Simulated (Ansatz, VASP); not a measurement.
One calculation of Ca2SeO, two programs

The input POSCAR:

```
Ca2SeO
1.0
    3.8035975218      0.0000000000      0.0000000000
    0.0000000000      3.8035975218      0.0000000000
    0.0000000000      0.0000000000      5.3822870771
O Ca Se
1 2 1
Direct
    0.0000000000      0.0000000000      0.0000000000
    0.0000000000      0.0000000000      0.5000000000
    0.5000000000      0.5000000000      0.0000000000
    0.5000000000      0.5000000000      0.5000000000
```

INCAR.step1

```
SYSTEM = Ca2SeO
ALGO     = Normal         ! electronic algorithm
EDIFF    = 1E-4           ! SCF threshold, eV
ENCUT    = 520            ! plane-wave cutoff, eV
GGA      = PE             ! functional
ISMEAR   = 0              ! smearing method
LASPH    = .TRUE.         ! aspherical terms in the spheres
LCHARG   = .FALSE.        ! write CHGCAR
LREAL    = .FALSE.        ! projectors in reciprocal space
LWAVE    = .TRUE.         ! write WAVECAR
NBANDS   = 24             ! bands
NELM     = 100            ! most SCF steps
PREC     = Accurate       ! precision mode
SIGMA    = 0.01           ! smearing width, eV
```

The input INCAR.step2:

```
SYSTEM = Ca2SeO
ALGO     = Normal         ! electronic algorithm
EDIFF    = 1E-6           ! SCF threshold, eV
ENCUT    = 520            ! plane-wave cutoff, eV
ISIF     = 2              ! what is computed and relaxed
ISMEAR   = 0              ! smearing method
ISTART   = 1            
LASPH    = .TRUE.         ! aspherical terms in the spheres
LCHARG   = .FALSE.        ! write CHGCAR
LMIXTAU  = .TRUE.       
LREAL    = .FALSE.        ! projectors in reciprocal space
LWAVE    = .FALSE.        ! write WAVECAR
METAGGA  = R2SCAN         ! meta-GGA
NBANDS   = 24             ! bands
NELM     = 100            ! most SCF steps
PREC     = Accurate       ! precision mode
SIGMA    = 0.01           ! smearing width, eV
```

KPOINTS

```
k-points
0
G
  6 6 4
  0 0 0
```

Input for Ansatz:

```yaml
crystal:
  lattice:
    - [3.8035975218, 0.0, 0.0]
    - [0.0, 3.8035975218, 0.0]
    - [0.0, 0.0, 5.3822870771]
  atoms:
    - { symbol: O, position: [0.0, 0.0, 0.0] }
    - { symbol: Ca, position: [0.0, 0.0, 0.5] }
    - { symbol: Se, position: [0.5, 0.5, 0.5] }
    - { symbol: Ca, position: [0.5, 0.5, 0.0] }
kpoints:
  mp_grid: { grid: [6, 6, 4] }
hamiltonian:
  xc: r2scan
scf:
  occupations: { method: fixed }
  n_extra_bands: 5
output:
  forces: true
  stress: true
  eigenvalues: true
```

Alike in both runs: task single point; functional r2SCAN; k mesh 6 × 6 × 4; no spin polarisation.

```csv
,VASP,Ansatz
version,VASP 6.6.1,Ansatz 0.2.0
potentials or method,"VASP PAW PBE potentials, release 64 (O, Ca_sv, Se)","plane waves, PAW"
plane-wave cutoff (eV),520,500
occupations,"gaussian, width 0.01 eV",fixed
valence electrons in the cell,32,42
```

Ansatz gave:

- gap on the k mesh at the Fermi level (eV): 2.43
- pressure (GPa): 4.6

What did VASP give for the same quantities?

gap on the k mesh at the Fermi level (eV): 2.42; pressure (GPa): 5.1.

VASP's potentials were made for PBE, not for r2SCAN. VASP's potentials hold 32 valence electrons a cell and Ansatz's 42, so a difference there can come from the potentials and not from the codes.
